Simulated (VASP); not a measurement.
# SrTiO3 (Imma) in VASP: single point with PBE

Aim: the single point of SrTiO3 with PBE.

Everything below comes from runs of VASP 6.6.1. Logs are shortened: lines on timing, memory, paths and dates and some standing lists are left out, and cuts for length are marked.

**1. The cell of the first run**

Symmetry: Imma, No. 74, orthorhombic system. Conventional cell: a = 5.567 Å, b = 7.873 Å, c = 5.567 Å, α = 90.00°, β = 90.00°, γ = 90.00°. Within 3.7 Å of Sr (site symmetry 2/m) lie 12 O at 2.78 Å and 8 Ti at 3.35 to 3.47 Å. Within 2.5 Å of Ti (site symmetry mm2) lie 6 O at 1.92 to 2.02 Å. Within 2.8 Å of O (site symmetry 2/m) lie 2 Ti at 2.02 Å and 4 Sr at 2.78 Å and 8 O at 2.78 Å. O (site symmetry 2/m) has 2 Ti at 1.92 Å within 2.5 Å. Within 2.6 Å of O (site symmetry 2/m) lie 2 Ti at 1.97 Å.

**2. Single point, PBE (atoms displaced along a vibrational mode)**

Contents of INCAR:

```
SYSTEM = SrTiO3
ALGO = Normal
EDIFF = 1E-7
ENCUT = 520
GGA = PE
ISIF = 2
ISMEAR = 0
LASPH = .TRUE.
LCHARG = .FALSE.
LREAL = .FALSE.
LWAVE = .FALSE.
NBANDS = 51
NELM = 100
PREC = Accurate
SIGMA = 0.05
```

Contents of KPOINTS:

```
k-points
0
G
  6 6 6
  0 0 0
```

Contents of POSCAR:

```
SrTiO3
1.0
   -3.9364035682      0.0000000000     -3.9364035682
    0.0000000000     -3.9364035682     -3.9364035682
   -3.9364035682     -3.9364035682      0.0000000000
Sr Ti O
2 2 6
Direct
    0.0000000000      0.0000000000      0.0000000000
    0.5000000000      0.5000000000      0.5000000000
    0.2500000000      0.2500000000      0.2634724521
    0.7500000000      0.7500000000      0.7365275479
    0.0000000000      0.5000000000      0.0000000000
    0.5000000000      0.0000000000      0.5000000000
    0.0000000000      0.5000000000      0.5000000000
    0.5000000000      0.0000000000      0.0000000000
    0.0000000000      0.0000000000      0.5000000000
    0.5000000000      0.5000000000      0.0000000000
```

Potentials or basis: VASP PAW PBE potentials, release 64 (Sr_sv, Ti_sv, O).

Launch:

```sh
cat potpaw_PBE.64/Sr_sv/POTCAR potpaw_PBE.64/Ti_sv/POTCAR potpaw_PBE.64/O/POTCAR > POTCAR
mpirun -np 1 vasp_std > vasp.out
```

OUTCAR:

```text
SYSTEM = SrTiO3
   EDIFF = 1E-7
   ENCUT = 520
   GGA = PE
   ISIF = 2
   ISMEAR = 0
   LASPH = .TRUE.
   LREAL = .FALSE.
   NELM = 100
   PREC = Accurate

 ion  position               nearest neighbor table
   1  0.000  0.000  0.000-   5 2.78   8 2.78   9 2.78   6 2.78   7 2.78   9 2.78   5 2.78   7 2.78
                            10 2.78   6 2.78   8 2.78  10 2.78   3 3.35   4 3.35   3 3.41   4 3.41
   2  0.500  0.500  0.500-   6 2.78   7 2.78  10 2.78   5 2.78   8 2.78  10 2.78   6 2.78   8 2.78
                             9 2.78   5 2.78   7 2.78   9 2.78   3 3.35   4 3.35   4 3.41   3 3.41
   3  0.250  0.250  0.263-   6 1.92   7 1.92   9 1.97  10 1.97   5 2.02   8 2.02   2 3.35   1 3.35
                             1 3.41   1 3.41   2 3.41   2 3.41   1 3.47   2 3.47
   4  0.750  0.750  0.737-   6 1.92   7 1.92   9 1.97  10 1.97   5 2.02   8 2.02   2 3.35   1 3.35
                             2 3.41   2 3.41   1 3.41   1 3.41   1 3.47   2 3.47
   5  0.000  0.500  0.000-   3 2.02   4 2.02   1 2.78   2 2.78   1 2.78   2 2.78
   6  0.500  0.000  0.500-   3 1.92   4 1.92   2 2.78   1 2.78   2 2.78   1 2.78
   7  0.000  0.500  0.500-   3 1.92   4 1.92   2 2.78   1 2.78   1 2.78   2 2.78
   8  0.500  0.000  0.000-   3 2.02   4 2.02   1 2.78   2 2.78   2 2.78   1 2.78
   9  0.000  0.000  0.500-   3 1.97   4 1.97   1 2.78   1 2.78   2 2.78   2 2.78
  10  0.500  0.500  0.000-   3 1.97   4 1.97   2 2.78   2 2.78   1 2.78   1 2.78

  LATTYP: Found a face centered cubic cell.
 ALAT       =     7.8728071364

  Lattice vectors:

 A1 = (  -3.9364035682,   0.0000000000,  -3.9364035682)
 A2 = (   0.0000000000,  -3.9364035682,  -3.9364035682)
 A3 = (  -3.9364035682,  -3.9364035682,   0.0000000000)

Analysis of symmetry for initial positions (statically):
=====================================================================
 Subroutine PRICEL returns:
 Original cell was already a primitive cell.

 Routine SETGRP: Setting up the symmetry group for a
 face centered cubic supercell.

 Subroutine GETGRP returns: Found  8 space group operations
 (whereof  4 operations were pure point group operations)
 out of a pool of 48 trial point group operations.

The static configuration has the point symmetry C_2h.
 The point group associated with its full space group is D_2h.

Analysis of symmetry for dynamics (positions and initial velocities):
=====================================================================
 Subroutine PRICEL returns:
 Original cell was already a primitive cell.

 Routine SETGRP: Setting up the symmetry group for a
 face centered cubic supercell.

 Subroutine GETGRP returns: Found  8 space group operations
 (whereof  4 operations were pure point group operations)
 out of a pool of 48 trial point group operations.

The dynamic configuration has the point symmetry C_2h.
 The point group associated with its full space group is D_2h.

 Subroutine INISYM returns: Found  8 space group operations
 (whereof  4 operations are pure point group operations),
 and found     1 'primitive' translations

----------------------------------------------------------------------------------------

                                     Primitive cell

  volume of cell :     121.9913

  direct lattice vectors                    reciprocal lattice vectors
    -3.936403568  0.000000000 -3.936403568    -0.127019497  0.127019497 -0.127019497
     0.000000000 -3.936403568 -3.936403568     0.127019497 -0.127019497 -0.127019497
    -3.936403568 -3.936403568  0.000000000    -0.127019497 -0.127019497  0.127019497

  length of vectors
     5.566915313  5.566915313  5.566915313     0.220004222  0.220004222  0.220004222

  position of ions in fractional coordinates (direct lattice)
     0.000000000  0.000000000  0.000000000
     0.500000000  0.500000000  0.500000000
     0.250000000  0.250000000  0.263472452
     0.750000000  0.750000000  0.736527548
     0.000000000  0.500000000  0.000000000
     0.500000000  0.000000000  0.500000000
     0.000000000  0.500000000  0.500000000
     0.500000000  0.000000000  0.000000000
     0.000000000  0.000000000  0.500000000
     0.500000000  0.500000000  0.000000000

  ion indices of the primitive-cell ions
   primitive index   ion index
                 1           1
                 2           2
                 3           3
                 4           4
                 5           5
                 6           6
                 7           7
                 8           8
                 9           9
                10          10

----------------------------------------------------------------------------------------

 KPOINTS: k-points

Automatic generation of k-mesh.
 Grid dimensions read from file:
 generate k-points for:    6    6    6

 Generating k-lattice:

  Cartesian coordinates                     Fractional coordinates (reciprocal lattice)
    -0.021169916  0.021169916 -0.021169916     0.166666667  0.000000000  0.000000000
     0.021169916 -0.021169916 -0.021169916     0.000000000  0.166666667  0.000000000
    -0.021169916 -0.021169916  0.021169916     0.000000000  0.000000000  0.166666667

  Length of vectors
     0.036667370  0.036667370  0.036667370

  Shift w.r.t. Gamma in fractional coordinates (k-lattice)
     0.000000000  0.000000000  0.000000000

 Subroutine IBZKPT returns following result:
 ===========================================

 Found     46 irreducible k-points:

 Following reciprocal coordinates:
            Coordinates               Weight
  0.000000  0.000000  0.000000      1.000000
  0.166667  0.000000  0.000000      4.000000
  0.000000  0.000000  0.166667      4.000000
  0.333333  0.000000  0.000000      4.000000
  0.000000  0.000000  0.333333      4.000000
  0.500000  0.000000  0.000000      2.000000
[... 16 lines left out ...]
  0.000000 -0.166667  0.166667      8.000000
  0.166667  0.166667  0.333333      2.000000
 [... further k-points ...]
   k-points           NKPTS =     46   k-points in BZ     NKDIM =     46   number of bands    NBANDS=     51
   number of dos      NEDOS =    301   number of ions     NIONS =     10
   total plane-waves  NPLWV =  74088
   dimension x,y,z NGX =    42 NGY =   42 NGZ =   42
   dimension x,y,z NGXF=    84 NGYF=   84 NGZF=   84
   ions per type =               2   2   6
   NGX,Y,Z   is equivalent  to a cutoff of  12.54, 12.54, 12.54 a.u.
   NGXF,Y,Z  is equivalent  to a cutoff of  25.09, 25.09, 25.09 a.u.
 SYSTEM =  SrTiO3
   PREC   = accura    normal or accurate (medium, high low for compatibility)
   ISTART =      0    job   : 0-new  1-cont  2-samecut
   ICHARG =      2    charge: 1-file 2-atom 10-const
   ISPIN  =      1    spin polarized calculation?
   LNONCOLLINEAR =      F non collinear calculations
   LSORBIT =      F    spin-orbit coupling
   LASPH  =      T    aspherical Exc in radial PAW
   ENCUT  =  520.0 eV  38.22 Ry    6.18 a.u.  10.35 10.35 10.35*2*pi/ulx,y,z
   NELM   =    100;   NELMIN=  2; NELMDL= -5     # of ELM steps
   EDIFF  = 0.1E-06   stopping-criterion for ELM
   LREAL  =      F    real-space projection
   EDIFFG = 0.1E-05   stopping-criterion for IOM
   NSW    =      0    number of steps for IOM
   IBRION =     -1    ionic relax: 0-MD 1-quasi-New 2-CG
   NFREE  =      0    steps in history (QN), initial steepest desc. (CG)
   ISIF   =      2    stress and relaxation
   ISYM   =      2    0-nonsym 1-usesym 2-fastsym
   POTIM  = 0.5000    time-step for ionic-motion
   TEBEG  =    0.0;   TEEND  =   0.0 temperature during run
   PSTRESS=    0.0 pullay stress
   NELECT =      80.0000    total number of electrons
   NUPDOWN=      -1.0000    fix difference up-down
   EMIN   =  10.00;   EMAX   =-10.00  energy-range for DOS
   EFERMI =   0.00;   METHOD = LEGACY
   ISMEAR =     0;   SIGMA  =   0.05  broadening in eV -4-tet -1-fermi 0-gaus
   EFERMI_NEDOS =   21; number of points for ismear=-14 and -15
   IALGO  =     38    algorithm
   IMIX   =      4    mixing-type and parameters
     AMIX     =   0.40;   BMIX     =  1.00
     AMIX_MAG =   1.60;   BMIX_MAG =  1.00
  volume/ion in A,a.u.               =      12.20        82.32
  Fermi-wavevector in a.u.,A,eV,Ry     =   1.422313  2.687782 27.524240  2.022975
  Thomas-Fermi vector in A             =   2.543030
   LORBIT       =      0    0 simple, 1 ext, 2 COOP (PROOUT), +10 PAW based schemes
   GGA     = PE    functional components
   LHFCALC =     F    Hartree Fock is set to
   AEXX    =    0.0000 exact exchange contribution
   IVDW    =     0    specifies the selected vdW correction
   LEPSILON=     F    determine dielectric tensor
   LRPA    =     F    only Hartree local field effects (RPA)
 non-spin polarized calculation
 Gauss-broadening in eV      SIGMA  =   0.05
  energy-cutoff  :      520.00
  volume of cell :      121.99
 maximum number of plane-waves:      3306
 NGX is ok and might be reduce to    42
   NGX = 21   NGY = 21   NGZ = 21

 number of electron      80.0000035 magnetization

 Free energy of the ion-electron system (eV)
  ---------------------------------------------------
  ext. energy  EPLUGINS =         0.00000000
  ---------------------------------------------------
  free energy    TOTEN  =       -80.03445805 eV

  energy without entropy =      -80.03445805  energy(sigma->0) =      -80.03445805

 E-fermi :   4.4991     XC(G=0): -11.1441

 val. band max:        4.1894970669   @ k =   0.0000   0.0000   0.0000
 cond. band min:       5.7655715152   @ k =   0.0000   0.0000   0.0000
 fundamental gap:      1.5760744483
 Fermi energy:         4.4990827723

 k-point     1 :       0.0000    0.0000    0.0000
  band No.  band energies     occupation
      1     -52.5982      2.00000
      2     -52.5939      2.00000
      3     -28.9107      2.00000
      4     -28.9030      2.00000
      5     -28.8843      2.00000
      6     -28.8804      2.00000
[... 43 lines left out ...]
     50       9.3349      0.00000
     51       9.9142      0.00000

 k-point     2 :       0.1667    0.0000    0.0000
  band No.  band energies     occupation
      1     -52.5979      2.00000
      2     -52.5942      2.00000
      3     -28.9240      2.00000
      4     -28.9014      2.00000
      5     -28.8832      2.00000
      6     -28.8820      2.00000
[... 43 lines left out ...]
     50       9.6744      0.00000
     51      10.3469      0.00000

 k-point     3 :       0.0000    0.0000    0.1667
  band No.  band energies     occupation
      1     -52.5979      2.00000
      2     -52.5942      2.00000
      3     -28.9219      2.00000
      4     -28.8996      2.00000
      5     -28.8878      2.00000
      6     -28.8807      2.00000
[... 43 lines left out ...]
     50       9.6756      0.00000
     51      10.3537      0.00000
[... 1027 lines left out ...]
 k-point    23 :       0.0000   -0.1667    0.1667
  band No.  band energies     occupation
      1     -52.5975      2.00000
      2     -52.5946      2.00000
      3     -28.9368      2.00000
      4     -28.9120      2.00000
      5     -28.8814      2.00000
      6     -28.8695      2.00000
[... 43 lines left out ...]
     50      10.1998      0.00000
     51      10.9143      0.00000

 k-point    24 :       0.1667    0.1667    0.3333
  band No.  band energies     occupation
      1     -52.5975      2.00000
      2     -52.5945      2.00000
      3     -28.9370      2.00000
      4     -28.8994      2.00000
      5     -28.8907      2.00000
      6     -28.8760      2.00000
[... 43 lines left out ...]
     50      10.1999      0.00000
     51      10.9651      0.00000

 [... further k-points ...]

------------------------ aborting loop because EDIFF is reached ----------------------------------------

  FORCE on cell =-STRESS in cart. coord.  units (eV):
  Direction    XX          YY          ZZ          XY          YZ          ZX
  --------------------------------------------------------------------------------------
  -------------------------------------------------------------------------------------
  Total        1.0368221      1.0368221      0.3256744     -0.2145507      0.0000000      0.0000000
  in kB       13.6171430     13.6171430      4.2772568     -2.8178099      0.0000000      0.0000000
  external PRESSURE =      10.5038476 kB  Pullay stress =       0.0000000 kB

 VOLUME and BASIS-vectors are now :
 -----------------------------------------------------------------------------
  energy-cutoff  :      520.00
  volume of cell :      121.99
      direct lattice vectors                 reciprocal lattice vectors
    -3.936403568  0.000000000 -3.936403568    -0.127019497  0.127019497 -0.127019497
     0.000000000 -3.936403568 -3.936403568     0.127019497 -0.127019497 -0.127019497
    -3.936403568 -3.936403568  0.000000000    -0.127019497 -0.127019497  0.127019497

 POSITION                                       TOTAL-FORCE (eV/Angst)
 -----------------------------------------------------------------------------------
      0.00000      0.00000      0.00000        -0.000000      0.000000      0.000000
     -3.93640     -3.93640     -3.93640        -0.000000      0.000000      0.000000
     -2.02123     -2.02123     -1.96820         1.626659      1.626659     -0.000000
     -5.85157     -5.85157     -5.90461        -1.626659     -1.626659      0.000000
      0.00000     -1.96820     -1.96820        -0.000000      0.000000      0.000000
     -3.93640     -1.96820     -1.96820        -0.000000      0.000000      0.000000
     -1.96820     -3.93640     -1.96820        -0.000000      0.000000      0.000000
     -1.96820      0.00000     -1.96820        -0.000000      0.000000      0.000000
     -1.96820     -1.96820      0.00000        -0.000000      0.000000      0.000000
     -1.96820     -1.96820     -3.93640        -0.000000      0.000000      0.000000
 -----------------------------------------------------------------------------------
    total drift:                                0.000000      0.000000      0.000000

  FREE ENERGIE OF THE ION-ELECTRON SYSTEM (eV)
  ---------------------------------------------------
  free  energy   TOTEN  =       -80.0344580474 eV

  energy  without entropy=      -80.0344580474  energy(sigma->0) =      -80.03445805
```

It took 5.4 min on 1 thread of Intel Xeon 6975P-C (Granite Rapids), shared host; peak memory 0.4 GiB.

What came out:

- Free energy: -80.0345 eV
- Pressure: 1.1 GPa
- Largest force: 2.300 eV/Å
- Band gap on the k mesh: 1.58 eV

Forces in eV/Å, atoms in the order of the input:
```
Sr   0.000  0.000  0.000
Sr   0.000  0.000  0.000
Ti   1.627  1.627  0.000
Ti  -1.627 -1.627  0.000
O    0.000  0.000  0.000
O    0.000  0.000  0.000
O    0.000  0.000  0.000
O    0.000  0.000  0.000
O    0.000  0.000  0.000
O    0.000  0.000  0.000
```

Caveat: the cell differs from its parent crystal (atoms displaced along a vibrational mode); forces of over 1 eV/Å act on the atoms, so gaps and moduli don't describe the material at rest.
